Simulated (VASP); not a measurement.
Crystal: ScCo.

```
CELL_PARAMETERS angstrom
3.14500 0.00000 0.00000
0.00000 3.14500 0.00000
0.00000 0.00000 3.14500
ATOMIC_POSITIONS crystal
Co 0.00000 0.00000 0.00000
Sc 0.50000 0.50000 0.50000
```

Base run:

- Program: VASP 6.6.1
- Functional: LDA
- Potentials or basis: VASP PAW LDA potentials, release 64 (Co, Sc_sv)
- Cutoff: 520 eV
- k mesh: 10 × 10 × 10
- Occupations: fermi-dirac, width 0.1 eV
- Spin: collinear spin, ferromagnetic start
- Starting moments: [0.9, 0.0] μB
- Fixed moment: 0.9 μB

Its results: pressure -9.3 GPa; site moments Co +0.91; Sc -0.04 μB.

Task: After a change of settings the same cell gave: pressure -8.2 GPa; site moments Co +1.07; Sc -0.01 μB. Which change was it?
A. fixed moment from 0.9 μB to 1.12 μB; moments at the start from [0.9, 0.0] to [1.12, 0.0]
B. fixed moment from 0.9 μB to 0.45 μB; moments at the start from [0.9, 0.0] to [0.45, 0.0]
C. fixed moment from 0.9 μB to 1.35 μB; moments at the start from [0.9, 0.0] to [1.35, 0.0]
D. fixed moment from 0.9 μB to 1.57 μB; moments at the start from [0.9, 0.0] to [1.57, 0.0]

Result: A.

Caveats: the cell stands under tension; the total moment is fixed, so each spin has its own Fermi level.
